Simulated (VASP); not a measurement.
Write the native input for VASP 6.6.1 that does the following.

| Property | Result |
| --- | --- |
| Task | single point |
| Functional | PBEsol |
| Potentials or basis | VASP PAW PBE potentials, release 64 (In_d) |
| Cutoff | 520 eV |
| k mesh | 8 × 8 × 8 |
| Occupations | gaussian, width 0.1 eV |
| Spin | no spin polarisation |
| Dipole correction | no |
| Further INCAR settings | ALGO = Normal; EDIFF = 1e-06; NBANDS = 12 |

The structure of In lies in POSCAR:

```
In
1.0
   -1.6261500000      1.6261500000      2.4739500000
    1.6261500000     -1.6261500000      2.4739500000
    1.6261500000      1.6261500000     -2.4739500000
In
1
Direct
    0.0000000000      0.0000000000      0.0000000000
```

One way to write it, as run:

INCAR

```
PREC = Accurate
ENCUT = 520
EDIFF = 1E-6
ISMEAR = 0
SIGMA = 0.1
LREAL = F
LASPH = T
NELM = 60
ALGO = Normal
ISIF = 2
LWAVE = F
LCHARG = F
GGA = PS
NBANDS = 12
```

KPOINTS

```
Automatic mesh
0
Gamma
  8 8 8
```

Potentials or basis: VASP PAW PBE potentials, release 64 (In_d).

Command:

```bash
$ cat potpaw_PBE.64/In_d/POTCAR > POTCAR
$ mpirun -np 1 vasp_std > vasp.out
```

Results of the run:

The pressure is -1.2 GPa.

Caveat: the PAW data sets were made with another functional, which shifts forces and pressure a little.

Wall time 11 s on 1 thread of Intel Xeon 6975P-C, with other jobs on the host, peak memory 0.16 GiB.
